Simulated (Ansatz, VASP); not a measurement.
One calculation of HfB, two programs

The input INCAR:

```
SYSTEM = HfB
  ALGO = Normal
  EDIFF = 1E-6
  ENCUT = 520
  GGA = PE
  GGA_COMPAT = .False.
  ISIF = 2
  ISMEAR = -1
  LASPH = .True.
  LCHARG = .False.
  LMAXMIX = 4
  LORBIT = 11
  LORBMOM = .True.
  LREAL = .False.
  LSORBIT = .True.
  LWAVE = .False.
  MAGMOM = 0 0 0 0 0 0
  NBANDS = 25
  NELM = 150
  PREC = Accurate
  SIGMA = 0.03
```

File KPOINTS:

```
k-points
0
Gamma
  12 12 12
  0 0 0
```

File POSCAR:

```
HfB
1.0
    0.0000000000      2.3100000000      2.3100000000
    2.3100000000      0.0000000000      2.3100000000
    2.3100000000      2.3100000000      0.0000000000
Hf B
1 1
Direct
    0.5000000000      0.5000000000      0.5000000000
    0.0000000000      0.0000000000      0.0000000000
```

Input for Ansatz:

```yaml
crystal:
  lattice:
    - [0.0, 2.31, 2.31]
    - [2.31, 0.0, 2.31]
    - [2.31, 2.31, 0.0]
  atoms:
    - { symbol: Hf, position: [0.5, 0.5, 0.5] }
    - { symbol: B, position: [0.0, 0.0, 0.0] }
kpoints:
  mp_grid: { grid: [12, 12, 12] }
  band_path:
    path:
      - [0.0, 0.0, 0.0]
      - [0.5, 0.0, 0.5]
      - [0.625, 0.25, 0.625]
      - [0.375, 0.375, 0.75]
      - [0.0, 0.0, 0.0]
      - [0.5, 0.5, 0.5]
      - [0.5, 0.25, 0.75]
      - [0.5, 0.0, 0.5]
    npoints: 5
scf:
  occupations: { method: fermi_dirac, width: 0.03 }
hamiltonian:
  xc: pbe
  pseudopotentials: { kind: all_electron, lapw: { basis_error: 0.0005 } }
output:
  forces: true
  stress: true
  eigenvalues: true
magnetization:
  noncollinear: true
  spin_orbit: true
```

Alike in both runs: task single point; functional PBE; k mesh 12 × 12 × 12; occupations fermi-dirac, width 0.03 eV; non-collinear spin, spin-orbit coupling.

|  | VASP | Ansatz |
| --- | --- | --- |
| version | VASP 6.6.1 | Ansatz 0.2.0 |
| potentials or method | VASP PAW PBE potentials, release 64 (Hf_pv, B), cutoff 520 eV | all-electron LAPW |

|  | VASP | Ansatz | Ansatz less VASP |
| --- | --- | --- | --- |
| net moment per atom (μB) | 0.00 | 0.00 | 0.000 |

Ansatz ran all-electron here, and VASP with PAW potentials.
